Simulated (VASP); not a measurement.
# BN (P3m1) in VASP: notebook, part 2 of 2

VASP 6.6.1.

## (4) Single point, PBE (atom 1 (B) moved +0.200 Å along Cartesian [0 0 1])

INCAR reads:

```
SYSTEM = BN
  ALGO = Normal
  EDIFF = 1E-6
  ENCUT = 520
  GGA = PE
  ISIF = 2
  ISMEAR = 0
  LASPH = .True.
  LCHARG = .False.
  LREAL = .False.
  LWAVE = .False.
  NBANDS = 16
  NELM = 80
  PREC = Accurate
  SIGMA = 0.05
```

KPOINTS reads:

```
k-points
0
Gamma
  12 12 6
  0 0 0
```

POSCAR reads:

```
BN
1.0
    2.5539396017      0.0000000000      0.0000000000
   -1.2769698009      2.2117765748      0.0000000000
    0.0000000000      0.0000000000      4.2268550000
B N
2 2
Direct
    0.6666666667      0.3333333333      1.0470405036
    0.3333333333      0.6666666667      0.4997240000
    0.6666666667      0.3333333333      0.6252760000
    0.3333333333      0.6666666667      0.1252760000
```

On the command line:

```bash
$ cat potpaw_PBE.64/B/POTCAR potpaw_PBE.64/N/POTCAR > POTCAR
$ mpirun -np 1 vasp_std > vasp.out
```

Wall time 18 s (1 thread of Intel Xeon Platinum 8488C (Sapphire Rapids), shared host); peak memory 0.15 GiB.

The run converged. Its results:

| Item | Value |
| --- | --- |
| Free energy | -34.2866 eV |
| Pressure | 6.0 GPa |
| Largest force | 4.811 eV/Å |
| Band gap on the k mesh | 4.86 eV (least direct gap 7.46 eV) |

Forces on the atoms (eV/Å):
```
B    0.000  0.000 -4.811
B    0.000  0.000  2.265
N    0.000  0.000  0.255
N    0.000  0.000  2.290
```

Stress tensor (GPa, compression positive):
```
4.66 0.00 0.00
0.00 4.66 0.00
0.00 0.00 8.57
```

Levels at points of the mesh, in eV from the valence-band top:
```tsv
k point	band 6	band 7	band 8	band 9	band 10	band 11
(0.00, 0.00, 0.00)	-0.60	-0.60	0.00	7.46	7.84	7.84
(0.50, 0.00, 0.00)	-6.22	-4.19	-2.90	5.88	7.43	10.46
(0.00, 0.00, 0.50)	-3.17	-1.03	-1.03	7.91	8.69	8.69
(0.50, 0.00, 0.50)	-4.23	-3.64	-2.80	4.86	6.20	8.57
```

Caveat: the cell differs from its parent crystal (atom 1 (B) moved +0.200 Å along Cartesian [0 0 1]); the cell stands under pressure; forces of over 1 eV/Å act on the atoms, so gaps and moduli don't describe the material at rest.

## (5) Single point, PBE (atom 1 (B) moved -0.150 Å along Cartesian [0 0 1])

INCAR reads:

```
PREC     = Accurate       # precision mode
ENCUT    = 520            # plane-wave cutoff, eV
EDIFF    = 1E-7           # SCF threshold, eV
ISMEAR   = 0              # smearing method
SIGMA    = 0.05           # smearing width, eV
LREAL    = F              # projectors in reciprocal space
LASPH    = T              # aspherical terms in the spheres
NELM     = 60             # most SCF steps
ALGO     = Normal         # electronic algorithm
ISIF     = 2              # what is computed and relaxed
LWAVE    = F              # write WAVECAR
LCHARG   = T              # write CHGCAR
GGA      = PE             # functional
LELF     = T              # ELF
LVHAR    = T            
NBANDS   = 16             # bands
```

KPOINTS reads:

```
Automatic mesh
0
Gamma
  12 12 6
```

POSCAR, as its differences from that of step 4:

```diff
@@ -8,3 +8,3 @@
 Direct
-    0.6666666667      0.3333333333      1.0470405036
+    0.6666666667      0.3333333333      0.9642366223
     0.3333333333      0.6666666667      0.4997240000
```

Potentials or basis: VASP PAW PBE potentials, release 64 (B, N).

On the command line:

```bash
$ cat potpaw_PBE.64/B/POTCAR potpaw_PBE.64/N/POTCAR > POTCAR
$ mpirun -np 1 vasp_std > vasp.out
```

OUTCAR:

```text
PREC = Accurate
   ENCUT = 520
   EDIFF = 1E-7
   ISMEAR = 0
   LREAL = F
   LASPH = T
   NELM = 60
   ISIF = 2
   GGA = PE

 ion  position               nearest neighbor table
   1  0.667  0.333  0.964-   3 1.43   4 1.62   4 1.62   4 1.62
   2  0.333  0.667  0.500-   3 1.57   3 1.57   3 1.57   4 1.58
   3  0.667  0.333  0.625-   1 1.43   2 1.57   2 1.57   2 1.57
   4  0.333  0.667  0.125-   2 1.58   1 1.62   1 1.62   1 1.62

  LATTYP: Found a hexagonal cell.
 ALAT       =     2.5539396017
 C/A-ratio  =     1.6550332659

  Lattice vectors:

 A1 = (   2.5539396017,   0.0000000000,   0.0000000000)
 A2 = (  -1.2769698009,   2.2117765748,   0.0000000000)
 A3 = (   0.0000000000,   0.0000000000,   4.2268550000)

Analysis of symmetry for initial positions (statically):
=====================================================================
 Subroutine PRICEL returns:
 Original cell was already a primitive cell.

 Routine SETGRP: Setting up the symmetry group for a
 hexagonal supercell.

 Subroutine GETGRP returns: Found  6 space group operations
 (whereof  6 operations were pure point group operations)
 out of a pool of 24 trial point group operations.

The static configuration has the point symmetry C_3v.

Analysis of symmetry for dynamics (positions and initial velocities):
=====================================================================
 Subroutine PRICEL returns:
 Original cell was already a primitive cell.

 Routine SETGRP: Setting up the symmetry group for a
 hexagonal supercell.

 Subroutine GETGRP returns: Found  6 space group operations
 (whereof  6 operations were pure point group operations)
 out of a pool of 24 trial point group operations.

The dynamic configuration has the point symmetry C_3v.

 Subroutine INISYM returns: Found  6 space group operations
 (whereof  6 operations are pure point group operations),
 and found     1 'primitive' translations

----------------------------------------------------------------------------------------

                                     Primitive cell

  volume of cell :      23.8764

  direct lattice vectors                    reciprocal lattice vectors
     2.553939602  0.000000000  0.000000000     0.391551938  0.226062617  0.000000000
    -1.276969801  2.211776575  0.000000000     0.000000000  0.452125233  0.000000000
     0.000000000  0.000000000  4.226855000     0.000000000  0.000000000  0.236582518

  length of vectors
     2.553939602  2.553939602  4.226855000     0.452125233  0.452125233  0.236582518

  position of ions in fractional coordinates (direct lattice)
     0.666666667  0.333333333  0.964236622
     0.333333333  0.666666667  0.499724000
     0.666666667  0.333333333  0.625276000
     0.333333333  0.666666667  0.125276000

  ion indices of the primitive-cell ions
   primitive index   ion index
                 1           1
                 2           2
                 3           3
                 4           4

----------------------------------------------------------------------------------------

 KPOINTS: Automatic mesh

Automatic generation of k-mesh.
 Grid dimensions read from file:
 generate k-points for:   12   12    6

 Generating k-lattice:

  Cartesian coordinates                     Fractional coordinates (reciprocal lattice)
     0.032629328  0.018838551  0.000000000     0.083333333  0.000000000  0.000000000
     0.000000000  0.037677103  0.000000000     0.000000000  0.083333333  0.000000000
     0.000000000  0.000000000  0.039430420     0.000000000  0.000000000  0.166666667

  Length of vectors
     0.037677103  0.037677103  0.039430420

  Shift w.r.t. Gamma in fractional coordinates (k-lattice)
     0.000000000  0.000000000  0.000000000

 Subroutine IBZKPT returns following result:
 ===========================================

 Found    100 irreducible k-points:

 Following reciprocal coordinates:
            Coordinates               Weight
  0.000000  0.000000  0.000000      1.000000
  0.083333  0.000000  0.000000      6.000000
  0.166667  0.000000  0.000000      6.000000
  0.250000  0.000000  0.000000      6.000000
  0.333333  0.000000  0.000000      6.000000
  0.416667  0.000000  0.000000      6.000000
[... 16 lines left out ...]
  0.166667  0.000000  0.166667      6.000000
  0.000000  0.166667  0.166667      6.000000
 [... further k-points ...]
   k-points           NKPTS =    100   k-points in BZ     NKDIM =    100   number of bands    NBANDS=     16
   number of dos      NEDOS =    301   number of ions     NIONS =      4
   total plane-waves  NPLWV =  12800
   dimension x,y,z NGX =    20 NGY =   20 NGZ =   32
   dimension x,y,z NGXF=    40 NGYF=   40 NGZF=   64
   ions per type =               2   2
   NGX,Y,Z   is equivalent  to a cutoff of  13.02, 13.02, 12.59 a.u.
   NGXF,Y,Z  is equivalent  to a cutoff of  26.04, 26.04, 25.17 a.u.
 SYSTEM =  unknown system
   PREC   = accura    normal or accurate (medium, high low for compatibility)
   ISTART =      0    job   : 0-new  1-cont  2-samecut
   ICHARG =      2    charge: 1-file 2-atom 10-const
   ISPIN  =      1    spin polarized calculation?
   LNONCOLLINEAR =      F non collinear calculations
   LSORBIT =      F    spin-orbit coupling
   LASPH  =      T    aspherical Exc in radial PAW
   ENCUT  =  520.0 eV  38.22 Ry    6.18 a.u.   4.75  4.75  7.86*2*pi/ulx,y,z
   NELM   =     60;   NELMIN=  2; NELMDL= -5     # of ELM steps
   EDIFF  = 0.1E-06   stopping-criterion for ELM
   LREAL  =      F    real-space projection
   EDIFFG = 0.1E-05   stopping-criterion for IOM
   NSW    =      0    number of steps for IOM
   IBRION =     -1    ionic relax: 0-MD 1-quasi-New 2-CG
   NFREE  =      0    steps in history (QN), initial steepest desc. (CG)
   ISIF   =      2    stress and relaxation
   ISYM   =      2    0-nonsym 1-usesym 2-fastsym
   POTIM  = 0.5000    time-step for ionic-motion
   TEBEG  =    0.0;   TEEND  =   0.0 temperature during run
   PSTRESS=    0.0 pullay stress
   NELECT =      16.0000    total number of electrons
   NUPDOWN=      -1.0000    fix difference up-down
   EMIN   =  10.00;   EMAX   =-10.00  energy-range for DOS
   EFERMI =   0.00;   METHOD = LEGACY
   ISMEAR =     0;   SIGMA  =   0.05  broadening in eV -4-tet -1-fermi 0-gaus
   EFERMI_NEDOS =   21; number of points for ismear=-14 and -15
   IALGO  =     38    algorithm
   IMIX   =      4    mixing-type and parameters
     AMIX     =   0.40;   BMIX     =  1.00
     AMIX_MAG =   1.60;   BMIX_MAG =  1.00
  volume/ion in A,a.u.               =       5.97        40.28
  Fermi-wavevector in a.u.,A,eV,Ry     =   1.432600  2.707222 27.923836  2.052344
  Thomas-Fermi vector in A             =   2.552210
   LORBIT       =      0    0 simple, 1 ext, 2 COOP (PROOUT), +10 PAW based schemes
   GGA     = PE    functional components
   LHFCALC =     F    Hartree Fock is set to
   AEXX    =    0.0000 exact exchange contribution
   IVDW    =     0    specifies the selected vdW correction
   LEPSILON=     F    determine dielectric tensor
   LRPA    =     F    only Hartree local field effects (RPA)
 non-spin polarized calculation
 Gauss-broadening in eV      SIGMA  =   0.05
  energy-cutoff  :      520.00
  volume of cell :       23.88
 maximum number of plane-waves:       660
 NGX is ok and might be reduce to    20
   NGX =  9   NGY =  9   NGZ = 15

 number of electron      16.0000000 magnetization

 Free energy of the ion-electron system (eV)
  ---------------------------------------------------
  ext. energy  EPLUGINS =         0.00000000
  ---------------------------------------------------
  free energy    TOTEN  =       -34.37691962 eV

  energy without entropy =      -34.37691962  energy(sigma->0) =      -34.37691962

 E-fermi :   8.3331     XC(G=0): -12.7641

 val. band max:        8.1137952366   @ k =   0.0000   0.0000   0.0000
 cond. band min:      11.7854549554   @ k =   0.3333   0.3333   0.0000
 fundamental gap:      3.6716597189
 Fermi energy:         8.3331299608

 k-point     1 :       0.0000    0.0000    0.0000
  band No.  band energies     occupation
      1     -13.0568      2.00000
      2      -8.6454      2.00000
      3      -3.6303      2.00000
      4       5.1125      2.00000
      5       5.1125      2.00000
      6       6.3273      2.00000
[... 433 lines left out ...]
      3      -2.3011      2.00000
      4       2.8682      2.00000
      5       4.3242      2.00000
      6       5.0815      2.00000
[... 8 lines left out ...]
     15      20.4485      0.00000
     16      22.6916      0.00000

 [... further k-points ...]

------------------------ aborting loop because EDIFF is reached ----------------------------------------

  FORCE on cell =-STRESS in cart. coord.  units (eV):
  Direction    XX          YY          ZZ          XY          YZ          ZX
  --------------------------------------------------------------------------------------
  -------------------------------------------------------------------------------------
  Total        0.2357292      0.2357292      1.2303136     -0.0000000     -0.0000000      0.0000000
  in kB       15.8181160     15.8181160     82.5576247     -0.0000000     -0.0000000      0.0000000
  external PRESSURE =      38.0646189 kB  Pullay stress =       0.0000000 kB

 VOLUME and BASIS-vectors are now :
 -----------------------------------------------------------------------------
  energy-cutoff  :      520.00
  volume of cell :       23.88
      direct lattice vectors                 reciprocal lattice vectors
     2.553939602  0.000000000  0.000000000     0.391551938  0.226062617  0.000000000
    -1.276969801  2.211776575  0.000000000     0.000000000  0.452125233  0.000000000
     0.000000000  0.000000000  4.226855000     0.000000000  0.000000000  0.236582518

 POSITION                                       TOTAL-FORCE (eV/Angst)
 -----------------------------------------------------------------------------------
      1.27697      0.73726      4.07569        -0.000000      0.000000      6.557156
     -0.00000      1.47452      2.11226        -0.000000      0.000000     -1.751531
      1.27697      0.73726      2.64295         0.000000     -0.000000     -2.518199
     -0.00000      1.47452      0.52952         0.000000     -0.000000     -2.287426
 -----------------------------------------------------------------------------------
    total drift:                                0.000000     -0.000000      0.000088

  FREE ENERGIE OF THE ION-ELECTRON SYSTEM (eV)
  ---------------------------------------------------
  free  energy   TOTEN  =       -34.3769196220 eV

  energy  without entropy=      -34.3769196220  energy(sigma->0) =      -34.37691962
```

It took 23 s on 1 thread of Intel Xeon Platinum 8488C (Sapphire Rapids), shared host; peak memory 0.15 GiB.

What came out:

```
Free energy            : -34.3769 eV
Pressure               : 3.8 GPa
Largest force          : 6.557 eV/Å
Band gap on the k mesh : 3.67 eV (least direct gap 7.27 eV)
```

Forces in eV/Å, atoms in the order of the input:
```
B    0.000  0.000  6.557
B    0.000  0.000 -1.752
N    0.000  0.000 -2.518
N    0.000  0.000 -2.287
```

Caveat: the cell differs from its parent crystal (atom 1 (B) moved -0.150 Å along Cartesian [0 0 1]); the cell stands under pressure; forces of over 1 eV/Å act on the atoms, so gaps and moduli don't describe the material at rest.

## (6) Single point, PBE (atom 1 (B) moved +0.175 Å along Cartesian [0 0 1])

INCAR reads:

```
SYSTEM = BN
PREC = Accurate ; ENCUT = 520
EDIFF = 1E-6 ; ISMEAR = 0
SIGMA = 0.05 ; LREAL = .FALSE.
LASPH = .TRUE. ; NELM = 80
ALGO = Normal ; ISIF = 2
LWAVE = .FALSE. ; LCHARG = .FALSE.
GGA = PE ; NBANDS = 16
```

KPOINTS reads:

```
regular mesh
0
G
  12 12 6
  0 0 0
```

POSCAR, as its differences from that of step 5:

```diff
@@ -8,3 +8,3 @@
 Direct
-    0.6666666667      0.3333333333      0.9642366223
+    0.6666666667      0.3333333333      1.0411259407
     0.3333333333      0.6666666667      0.4997240000
```

Potentials or basis: VASP PAW PBE potentials, release 64 (B, N).

On the command line:

```bash
$ cat potpaw_PBE.64/B/POTCAR potpaw_PBE.64/N/POTCAR > POTCAR
$ mpirun -np 1 vasp_std > vasp.out
```

Run time: 18 s. Hardware: 1 thread of Intel Xeon Platinum 8488C (Sapphire Rapids), shared host; peak memory 0.15 GiB.

It converged, with:

| Item | Value |
| --- | --- |
| Free energy | -34.4021 eV |
| Pressure | 4.9 GPa |
| Largest force | 4.423 eV/Å |
| Band gap on the k mesh | 5.12 eV (least direct gap 7.54 eV) |

Forces in eV/Å, atoms in the order of the input:
```
B    0.000  0.000 -4.423
B    0.000  0.000  1.992
N    0.000  0.000  0.341
N    0.000  0.000  2.091
```

Stress tensor (GPa, compression positive):
```
3.91 0.00 0.00
0.00 3.91 0.00
0.00 0.00 6.78
```

Levels at points of the mesh, in eV from the valence-band top:
```tsv
k point	band 6	band 7	band 8	band 9	band 10	band 11
(0.00, 0.00, 0.00)	-0.54	-0.54	0.00	7.53	7.93	7.93
(0.50, 0.00, 0.00)	-6.02	-4.20	-2.82	6.00	7.54	10.65
(0.00, 0.00, 0.50)	-2.92	-1.02	-1.02	8.08	8.86	8.86
(0.50, 0.00, 0.50)	-4.14	-3.63	-2.89	5.12	6.28	8.75
```

Caveat: the cell differs from its parent crystal (atom 1 (B) moved +0.175 Å along Cartesian [0 0 1]); the cell stands under pressure; forces of over 1 eV/Å act on the atoms, so gaps and moduli don't describe the material at rest. A k mesh can miss the band edges.

## (7) Summary

| cell | gap on the mesh (eV) | pressure (GPa) | largest force (eV/Å) |
| --- | --- | --- | --- |
| as given, atomic positions A | 3.07 | 7.5 | 9.50 |
| as given, atomic positions B | 5.38 | 3.8 | 3.98 |
| as given, atomic positions C | 4.86 | 6.0 | 4.81 |
| as given, atomic positions D | 3.67 | 3.8 | 6.56 |
| as given, atomic positions E | 5.12 | 4.9 | 4.42 |

Alike in all rows: task single point; level PBE; potentials or basis VASP PAW PBE potentials, release 64 (B, N); no spin polarisation; k mesh 12 × 12 × 6; cutoff (eV) 520; smearing gaussian 0.05 eV.

Caveats: the cell stands under pressure; forces of over 1 eV/Å act on the atoms, so gaps and moduli don't describe the material at rest.

Total energies depend on the potentials used, so only differences within one code and one set of settings carry meaning.
